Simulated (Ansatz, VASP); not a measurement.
This is a calculation of Ge for VASP 6.6.1.

Contents of INCAR:

```
SYSTEM = Ge
PREC = Accurate ; ENCUT = 500
EDIFF = 1E-7 ; ISMEAR = -1
SIGMA = 0.05 ; LREAL = .False.
LASPH = .True. ; NELM = 120
ALGO = Normal ; ISIF = 3
LWAVE = .False. ; LCHARG = .False.
GGA = PS ; IVDW = 12
IBRION = 2 ; NSW = 60
EDIFFG = -0.01 ; GGA_COMPAT = .False.
NELMIN = 4 ; KPAR = 4
```

The input KPOINTS:

```
regular mesh
0
Gamma
  5 5 4
  0 0 0
```

File POSCAR:

```
Ge
1.0
    5.9300000000      0.0000000000      0.0000000000
    0.0000000000      5.9300000000      0.0000000000
    0.0000000000      0.0000000000      6.9800000000
Ge
12
Direct
    0.3750000000      0.1667000000      0.7500000000
    0.3333000000      0.8750000000      0.5000000000
    0.6250000000      0.8333000000      0.2500000000
    0.6667000000      0.1250000000      0.0000000000
    0.8750000000      0.3333000000      0.5000000000
    0.8333000000      0.6250000000      0.7500000000
    0.1250000000      0.6667000000      0.0000000000
    0.1667000000      0.3750000000      0.2500000000
    0.5750000000      0.4250000000      0.2500000000
    0.9250000000      0.9250000000      0.5000000000
    0.4250000000      0.5750000000      0.7500000000
    0.0750000000      0.0750000000      0.0000000000
```

Potentials or basis: VASP PAW PBE potentials, release 64 (Ge_d).

Launch:

```bash
$ cat potpaw_PBE.64/Ge_d/POTCAR > POTCAR
$ mpirun -np 4 vasp_std > vasp.out
```

Question: Translate it to Ansatz 0.2.0. Potentials there: Ansatz PAW.

Answer: As run (the cutoff follows the program's own potentials):

Contents of input.yaml:

```yaml
crystal:
  lattice:
    - [5.93, 0.0, 0.0]
    - [0.0, 5.93, 0.0]
    - [0.0, 0.0, 6.98]
  atoms:
    - { symbol: Ge, position: [0.375, 0.1667, 0.75] }
    - { symbol: Ge, position: [0.3333, 0.875, 0.5] }
    - { symbol: Ge, position: [0.625, 0.8333, 0.25] }
    - { symbol: Ge, position: [0.6667, 0.125, 0.0] }
    - { symbol: Ge, position: [0.875, 0.3333, 0.5] }
    - { symbol: Ge, position: [0.8333, 0.625, 0.75] }
    - { symbol: Ge, position: [0.125, 0.6667, 0.0] }
    - { symbol: Ge, position: [0.1667, 0.375, 0.25] }
    - { symbol: Ge, position: [0.575, 0.425, 0.25] }
    - { symbol: Ge, position: [0.925, 0.925, 0.5] }
    - { symbol: Ge, position: [0.425, 0.575, 0.75] }
    - { symbol: Ge, position: [0.075, 0.075, 0.0] }
hamiltonian:
  xc: pbesol
  pseudopotentials: { kind: paw }
  dispersion: d3bj
kpoints:
  mp_grid: { grid: [5, 5, 4] }
scf:
  occupations: { method: fermi_dirac, width: 0.05 }
output:
  forces: true
  stress: true
  eigenvalues: true
relax:
  f_tol: 0.01
  max_steps: 40
  cell: { stress_tol: 0.05 }
```

Potentials or basis: Ansatz PAW.

The run is started by

```sh
$ ansatz run input.yaml --threads 4 --pin off --max-ram 11264MiB --backend cpu --events-out ev --progress --plain --runs-dir out
```

Both were run:

|  | VASP | Ansatz | Ansatz less VASP |
| --- | --- | --- | --- |
| gap on the k mesh at the Fermi level, each at its own relaxed structure (eV) | 0.55 | 0.54 | -0.002 |
| relaxed volume (Å³/atom) | 19.54 | 19.57 | +0.026 |
| relaxed length of the cell vector where the two differ most in proportion (Å) | 6.816 | 6.819 | +0.0036 |

VASP's potentials were made for PBE, not for PBEsol.

Noted on Ansatz's run: odd divisions of the mesh miss points on the zone boundary, where band edges often lie, so the gap on the mesh can be too wide; the plane-wave basis is chosen anew once the cell has moved, so the energies of steps on either side of that aren't comparable.
